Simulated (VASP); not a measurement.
A run of VASP 6.6.1 is set up as follows.

The input INCAR:

```
  ALGO = Normal
  EDIFF = 1E-6
  ENCUT = 520
  GGA = PS
  ISIF = 2
  ISMEAR = 0
  LASPH = T
  LCHARG = F
  LREAL = F
  LWAVE = F
  NBANDS = 16
  NELM = 100
  PREC = Accurate
  SIGMA = 0.05
```

File KPOINTS:

```
k-points
0
Gamma
  12 12 12
```

File POSCAR:

```
HfC2
1.0
   -1.6441600316      1.6441600316      2.9102910462
    1.6441600316     -1.6441600316      2.9102910462
    1.6441600316      1.6441600316     -2.9102910462
Hf C
1 2
Direct
    0.0000000000      0.0000000000      0.0000000000
    0.3851155881      0.3851155881      0.0000000000
    0.6148844119      0.6148844119      0.0000000000
```

Potentials or basis: VASP PAW PBE potentials, release 64 (Hf_pv, C).

Launch:

```console
$ cat potpaw_PBE.64/Hf_pv/POTCAR potpaw_PBE.64/C/POTCAR > POTCAR
$ mpirun -np 1 vasp_std > vasp.out
```

Task: Estimate the pressure.

Result: 3.5 GPa.

Task: Predict the largest force.

Result: 0.113 eV/Å.

Task: Predict the band gap on the k mesh.

Result: Zero (bands 9 and 10 overlap by 3.97 eV).

Stress tensor (GPa, compression positive):
```
3.28 0.00 0.00
0.00 3.28 0.00
0.00 0.00 4.05
```

Caveat: the cell stands under pressure; the PAW data sets were made with another functional, which shifts forces and pressure a little; spin-orbit coupling is left out, which moves the levels of the heavy elements.
